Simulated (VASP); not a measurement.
The system is MgO.

```
CELL_PARAMETERS angstrom
2.93802 0.00000 0.00000
-1.46901 2.54440 0.00000
0.00000 0.00000 2.67968
ATOMIC_POSITIONS crystal
Mg 0.00000 0.00000 0.00000
O 0.33333 0.66667 0.50000
```

Program: VASP 6.6.1. Alike in all runs: task single point; no spin polarisation; cell as given; k mesh 12 × 12 × 8; cutoff (eV) 520; smearing gaussian 0.01 eV.

Task: Order these runs on this cell by their pressure, lowest first.
A. level PBEsol; potentials or basis VASP PAW PBE potentials, release 64 (Mg, O)
B. level r2SCAN; potentials or basis VASP PAW PBE potentials, release 64 (Mg, O)
C. level LDA; potentials or basis VASP PAW LDA potentials, release 64 (Mg, O)

Result: C (-11.0 GPa), B (-6.2 GPa), A (-4.4 GPa).

Caveats: the PAW data sets were made with another functional, which shifts forces and pressure a little (some runs).
